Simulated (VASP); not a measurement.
# AgI (F-43m) in VASP: further runs

AgI is run at these levels: PBE; tasks: single point.

Everything below comes from runs of VASP 6.6.1. Logs are shortened: lines on timing, memory, paths and dates and some standing lists are left out, and cuts for length are marked.

### 1 The cell of the first run

Symmetry: F-43m, No. 216, cubic system. The conventional cell has a = 6.430 Å, b = 6.430 Å, c = 6.430 Å, α = 90.00°, β = 90.00°, γ = 90.00°. Ag (site symmetry -43m) has 4 I at 2.78 Å within 3.7 Å. I (site symmetry -43m) has 4 Ag at 2.78 Å within 3.7 Å.

### 2 Single point, PBE (33.22 Å³/atom)

The input, INCAR:

```
PREC = Accurate ; ENCUT = 500
EDIFF = 1E-6 ; ISMEAR = -1
SIGMA = 0.01 ; LREAL = F
LASPH = T ; NELM = 120
ALGO = Normal ; ISIF = 2
LWAVE = F ; LCHARG = T
GGA = PE ; LELF = T
LVHAR = T ; NBANDS = 16
GGA_COMPAT = F
```

The input, KPOINTS:

```
Automatic mesh
0
Gamma
  7 7 7
```

The input, POSCAR:

```
AgI
1.0
    0.0000000000      3.2147778690      3.2147778690
    3.2147778690      0.0000000000      3.2147778690
    3.2147778690      3.2147778690      0.0000000000
Ag I
1 1
Direct
    0.0000000000      0.0000000000      0.0000000000
    0.7500000000      0.7500000000      0.7500000000
```

Potentials or basis: VASP PAW PBE potentials, release 64 (Ag, I).

Command:

```bash
$ cat potpaw_PBE.64/Ag/POTCAR potpaw_PBE.64/I/POTCAR > POTCAR
$ mpirun -np 1 vasp_std > vasp.out
```

OUTCAR:

```text
PREC = Accurate
   ENCUT = 500
   EDIFF = 1E-6
   ISMEAR = -1
   LREAL = F
   LASPH = T
   NELM = 120
   ISIF = 2
   GGA = PE

 ion  position               nearest neighbor table
   1  0.000  0.000  0.000-   2 2.78   2 2.78   2 2.78   2 2.78
   2  0.750  0.750  0.750-   1 2.78   1 2.78   1 2.78   1 2.78

  LATTYP: Found a face centered cubic cell.
 ALAT       =     6.4295557380

  Lattice vectors:

 A1 = (   0.0000000000,   3.2147778690,   3.2147778690)
 A2 = (   3.2147778690,   0.0000000000,   3.2147778690)
 A3 = (   3.2147778690,   3.2147778690,   0.0000000000)

Analysis of symmetry for initial positions (statically):
=====================================================================
 Subroutine PRICEL returns:
 Original cell was already a primitive cell.

 Routine SETGRP: Setting up the symmetry group for a
 face centered cubic supercell.

 Subroutine GETGRP returns: Found 24 space group operations
 (whereof 24 operations were pure point group operations)
 out of a pool of 48 trial point group operations.

The static configuration has the point symmetry T_d .

Analysis of symmetry for dynamics (positions and initial velocities):
=====================================================================
 Subroutine PRICEL returns:
 Original cell was already a primitive cell.

 Routine SETGRP: Setting up the symmetry group for a
 face centered cubic supercell.

 Subroutine GETGRP returns: Found 24 space group operations
 (whereof 24 operations were pure point group operations)
 out of a pool of 48 trial point group operations.

The dynamic configuration has the point symmetry T_d .

 Subroutine INISYM returns: Found 24 space group operations
 (whereof 24 operations are pure point group operations),
 and found     1 'primitive' translations

----------------------------------------------------------------------------------------

                                     Primitive cell

  volume of cell :      66.4482

  direct lattice vectors                    reciprocal lattice vectors
     0.000000000  3.214777869  3.214777869    -0.155531741  0.155531741  0.155531741
     3.214777869  0.000000000  3.214777869     0.155531741 -0.155531741  0.155531741
     3.214777869  3.214777869  0.000000000     0.155531741  0.155531741 -0.155531741

  length of vectors
     4.546382462  4.546382462  4.546382462     0.269388878  0.269388878  0.269388878

  position of ions in fractional coordinates (direct lattice)
     0.000000000  0.000000000  0.000000000
     0.750000000  0.750000000  0.750000000

  ion indices of the primitive-cell ions
   primitive index   ion index
                 1           1
                 2           2

----------------------------------------------------------------------------------------

 KPOINTS: Automatic mesh

Automatic generation of k-mesh.
 Grid dimensions read from file:
 generate k-points for:    7    7    7

 Generating k-lattice:

  Cartesian coordinates                     Fractional coordinates (reciprocal lattice)
    -0.022218820  0.022218820  0.022218820     0.142857143  0.000000000  0.000000000
     0.022218820 -0.022218820  0.022218820     0.000000000  0.142857143  0.000000000
     0.022218820  0.022218820 -0.022218820     0.000000000  0.000000000  0.142857143

  Length of vectors
     0.038484125  0.038484125  0.038484125

  Shift w.r.t. Gamma in fractional coordinates (k-lattice)
     0.000000000  0.000000000  0.000000000

 Subroutine IBZKPT returns following result:
 ===========================================

 Found     20 irreducible k-points:

 Following reciprocal coordinates:
            Coordinates               Weight
  0.000000  0.000000  0.000000      1.000000
  0.142857  0.000000  0.000000      8.000000
  0.285714  0.000000  0.000000      8.000000
  0.428571  0.000000  0.000000      8.000000
  0.142857  0.142857  0.000000      6.000000
  0.285714  0.142857  0.000000     24.000000
[... 12 lines left out ...]
 -0.428571  0.428571  0.142857     24.000000
 -0.285714  0.428571  0.142857     24.000000
   k-points           NKPTS =     20   k-points in BZ     NKDIM =     20   number of bands    NBANDS=     16
   number of dos      NEDOS =    301   number of ions     NIONS =      2
   total plane-waves  NPLWV =  46656
   dimension x,y,z NGX =    36 NGY =   36 NGZ =   36
   dimension x,y,z NGXF=    72 NGYF=   72 NGZF=   72
   ions per type =               1   1
   NGX,Y,Z   is equivalent  to a cutoff of  13.16, 13.16, 13.16 a.u.
   NGXF,Y,Z  is equivalent  to a cutoff of  26.33, 26.33, 26.33 a.u.
 SYSTEM =  unknown system
   PREC   = accura    normal or accurate (medium, high low for compatibility)
   ISTART =      0    job   : 0-new  1-cont  2-samecut
   ICHARG =      2    charge: 1-file 2-atom 10-const
   ISPIN  =      1    spin polarized calculation?
   LNONCOLLINEAR =      F non collinear calculations
   LSORBIT =      F    spin-orbit coupling
   LASPH  =      T    aspherical Exc in radial PAW
   ENCUT  =  500.0 eV  36.75 Ry    6.06 a.u.   8.29  8.29  8.29*2*pi/ulx,y,z
   NELM   =    120;   NELMIN=  2; NELMDL= -5     # of ELM steps
   EDIFF  = 0.1E-05   stopping-criterion for ELM
   LREAL  =      F    real-space projection
   EDIFFG = 0.1E-04   stopping-criterion for IOM
   NSW    =      0    number of steps for IOM
   IBRION =     -1    ionic relax: 0-MD 1-quasi-New 2-CG
   NFREE  =      0    steps in history (QN), initial steepest desc. (CG)
   ISIF   =      2    stress and relaxation
   ISYM   =      2    0-nonsym 1-usesym 2-fastsym
   POTIM  = 0.5000    time-step for ionic-motion
   TEBEG  =    0.0;   TEEND  =   0.0 temperature during run
   PSTRESS=    0.0 pullay stress
   NELECT =      18.0000    total number of electrons
   NUPDOWN=      -1.0000    fix difference up-down
   EMIN   =  10.00;   EMAX   =-10.00  energy-range for DOS
   EFERMI =   0.00;   METHOD = LEGACY
   ISMEAR =    -1;   SIGMA  =   0.01  broadening in eV -4-tet -1-fermi 0-gaus
   EFERMI_NEDOS =   21; number of points for ismear=-14 and -15
   IALGO  =     38    algorithm
   IMIX   =      4    mixing-type and parameters
     AMIX     =   0.40;   BMIX     =  1.00
     AMIX_MAG =   1.60;   BMIX_MAG =  1.00
  volume/ion in A,a.u.               =      33.22       224.21
  Fermi-wavevector in a.u.,A,eV,Ry     =   1.059265  2.001721 15.266318  1.122043
  Thomas-Fermi vector in A             =   2.194604
   LORBIT       =      0    0 simple, 1 ext, 2 COOP (PROOUT), +10 PAW based schemes
   GGA     = PE    functional components
   LHFCALC =     F    Hartree Fock is set to
   AEXX    =    0.0000 exact exchange contribution
   IVDW    =     0    specifies the selected vdW correction
   LEPSILON=     F    determine dielectric tensor
   LRPA    =     F    only Hartree local field effects (RPA)
 non-spin polarized calculation
  energy-cutoff  :      500.00
  volume of cell :       66.45
 maximum number of plane-waves:      1716
 NGX is ok and might be reduce to    36
   NGX = 17   NGY = 17   NGZ = 17

 number of electron      17.9999997 magnetization

 Free energy of the ion-electron system (eV)
  ---------------------------------------------------
  ext. energy  EPLUGINS =         0.00000000
  ---------------------------------------------------
  free energy    TOTEN  =        -4.73907524 eV

  energy without entropy =       -4.73907524  energy(sigma->0) =       -4.73907524

 E-fermi :   3.6743     XC(G=0):  -8.5699

 val. band max:        3.4771679486   @ k =   0.0000   0.0000   0.0000
 cond. band min:       4.8196952101   @ k =   0.0000   0.0000   0.0000
 fundamental gap:      1.3425272615
 Fermi energy:         3.6742947597

 k-point     1 :       0.0000    0.0000    0.0000
  band No.  band energies     occupation
      1      -9.5004      2.00000
      2      -0.9288      2.00000
      3      -0.9288      2.00000
      4      -0.9288      2.00000
      5       0.2679      2.00000
      6       0.2679      2.00000
[... 8 lines left out ...]
     15      13.5450      0.00000
     16      13.5450      0.00000

 k-point     2 :       0.1429    0.0000    0.0000
  band No.  band energies     occupation
      1      -9.4438      2.00000
      2      -0.9596      2.00000
      3      -0.8925      2.00000
      4      -0.8925      2.00000
      5       0.2631      2.00000
      6       0.2631      2.00000
[... 8 lines left out ...]
     15      12.8516      0.00000
     16      13.1454      0.00000

 k-point     3 :       0.2857    0.0000    0.0000
  band No.  band energies     occupation
      1      -9.3118      2.00000
      2      -0.9770      2.00000
      3      -0.8143      2.00000
      4      -0.8143      2.00000
      5       0.2680      2.00000
      6       0.2680      2.00000
[... 8 lines left out ...]
     15      12.8368      0.00000
     16      12.8368      0.00000

 k-point     4 :       0.4286    0.0000    0.0000
  band No.  band energies     occupation
      1      -9.2007      2.00000
      2      -0.8892      2.00000
      3      -0.7573      2.00000
      4      -0.7573      2.00000
      5       0.2939      2.00000
      6       0.2939      2.00000
[... 8 lines left out ...]
     15      13.9370      0.00000
     16      13.9370      0.00000

 k-point     5 :       0.1429    0.1429    0.0000
  band No.  band energies     occupation
      1      -9.4249      2.00000
      2      -1.0045      2.00000
      3      -0.8606      2.00000
      4      -0.8606      2.00000
      5       0.2355      2.00000
      6       0.2851      2.00000
[... 8 lines left out ...]
     15      13.6409      0.00000
     16      13.8113      0.00000

 k-point     6 :       0.2857    0.1429    0.0000
  band No.  band energies     occupation
      1      -9.3179      2.00000
      2      -1.0417      2.00000
      3      -0.7860      2.00000
      4      -0.7754      2.00000
      5       0.2231      2.00000
      6       0.2996      2.00000
[... 8 lines left out ...]
     15      13.5712      0.00000
     16      14.1453      0.00000

 k-point     7 :       0.4286    0.1429    0.0000
  band No.  band energies     occupation
      1      -9.1987      2.00000
      2      -0.9548      2.00000
      3      -0.7204      2.00000
      4      -0.7062      2.00000
      5       0.2635      2.00000
      6       0.3108      2.00000
[... 8 lines left out ...]
     15      13.9184      0.00000
     16      14.3161      0.00000

 k-point     8 :      -0.4286    0.1429    0.0000
  band No.  band energies     occupation
      1      -9.1607      2.00000
      2      -0.8235      2.00000
      3      -0.7297      2.00000
      4      -0.7035      2.00000
      5       0.2758      2.00000
      6       0.2861      2.00000
[... 8 lines left out ...]
     15      13.7510      0.00000
     16      14.1238      0.00000

 k-point     9 :      -0.2857    0.1429    0.0000
  band No.  band energies     occupation
      1      -9.2357      2.00000
      2      -0.9238      2.00000
      3      -0.7763      2.00000
      4      -0.7642      2.00000
      5       0.2424      2.00000
      6       0.3040      2.00000
[... 8 lines left out ...]
     15      13.6584      0.00000
     16      14.3778      0.00000
[... 96 lines left out ...]
 k-point    15 :       0.4286    0.4286    0.0000
  band No.  band energies     occupation
      1      -9.1017      2.00000
      2      -1.2277      2.00000
      3      -0.4424      2.00000
      4      -0.4424      2.00000
      5       0.3154      2.00000
      6       0.3559      2.00000
[... 8 lines left out ...]
     15      14.1788      0.00000
     16      15.9581      0.00000

 k-point    16 :      -0.4286    0.4286    0.0000
  band No.  band energies     occupation
      1      -9.0804      2.00000
      2      -1.1523      2.00000
      3      -0.4429      2.00000
      4      -0.3938      2.00000
      5       0.3369      2.00000
      6       0.4518      2.00000
[... 8 lines left out ...]
     15      14.4771      0.00000
     16      15.6349      0.00000

 k-point    17 :       0.4286    0.2857    0.1429
  band No.  band energies     occupation
      1      -9.2167      2.00000
      2      -1.0288      2.00000
      3      -0.7194      2.00000
      4      -0.6674      2.00000
      5       0.2291      2.00000
      6       0.3159      2.00000
[... 8 lines left out ...]
     15      14.4475      0.00000
     16      15.3274      0.00000

 k-point    18 :      -0.4286    0.2857    0.1429
  band No.  band energies     occupation
      1      -9.1329      2.00000
      2      -0.8784      2.00000
      3      -0.7192      2.00000
      4      -0.5422      2.00000
      5       0.2521      2.00000
      6       0.2998      2.00000
[... 8 lines left out ...]
     15      14.1276      0.00000
     16      15.1438      0.00000

 k-point    19 :      -0.4286    0.4286    0.1429
  band No.  band energies     occupation
      1      -9.0969      2.00000
      2      -1.0648      2.00000
      3      -0.5420      2.00000
      4      -0.4318      2.00000
      5       0.2976      2.00000
      6       0.3688      2.00000
[... 8 lines left out ...]
     15      14.8442      0.00000
     16      15.2079      0.00000

 k-point    20 :      -0.2857    0.4286    0.1429
  band No.  band energies     occupation
      1      -9.0872      2.00000
      2      -0.8965      2.00000
      3      -0.6284      2.00000
      4      -0.4062      2.00000
      5       0.1976      2.00000
      6       0.3966      2.00000
[... 8 lines left out ...]
     15      14.2288      0.00000
     16      15.9720      0.00000

------------------------ aborting loop because EDIFF is reached ----------------------------------------

  FORCE on cell =-STRESS in cart. coord.  units (eV):
  Direction    XX          YY          ZZ          XY          YZ          ZX
  --------------------------------------------------------------------------------------
  -------------------------------------------------------------------------------------
  Total        1.2332976      1.2332976      1.2332976     -0.0000000     -0.0000000      0.0000000
  in kB       29.7368905     29.7368905     29.7368905     -0.0000000     -0.0000000      0.0000000
  external PRESSURE =      29.7368905 kB  Pullay stress =       0.0000000 kB

 VOLUME and BASIS-vectors are now :
 -----------------------------------------------------------------------------
  energy-cutoff  :      500.00
  volume of cell :       66.45
      direct lattice vectors                 reciprocal lattice vectors
     0.000000000  3.214777869  3.214777869    -0.155531741  0.155531741  0.155531741
     3.214777869  0.000000000  3.214777869     0.155531741 -0.155531741  0.155531741
     3.214777869  3.214777869  0.000000000     0.155531741  0.155531741 -0.155531741

 POSITION                                       TOTAL-FORCE (eV/Angst)
 -----------------------------------------------------------------------------------
      0.00000      0.00000      0.00000        -0.000000     -0.000000     -0.000000
      4.82217      4.82217      4.82217         0.000000      0.000000      0.000000
 -----------------------------------------------------------------------------------
    total drift:                               -0.000000     -0.000000     -0.000000

  FREE ENERGIE OF THE ION-ELECTRON SYSTEM (eV)
  ---------------------------------------------------
  free  energy   TOTEN  =        -4.7390752423 eV

  energy  without entropy=       -4.7390752423  energy(sigma->0) =       -4.73907524
```

It took 38 s on 1 thread of Intel Xeon 8259CL, shared host; peak memory 0.21 GiB.

Results:

```yaml
Free_energy: -4.7391 eV
Pressure: 3.0 GPa
Band_gap_on_the_k_mesh: 1.34 eV
```

Levels at points of the mesh, in eV from the valence-band top:
| k point | band 7 | band 8 | band 9 | band 10 | band 11 | band 12 |
| --- | --- | --- | --- | --- | --- | --- |
| (0.00, 0.00, 0.00) | 0.00 | 0.00 | 0.00 | 1.34 | 5.70 | 5.70 |

Caveat: spin-orbit coupling is left out, which moves the levels of the heavy elements.

(Part 1 of 2 ends here.)
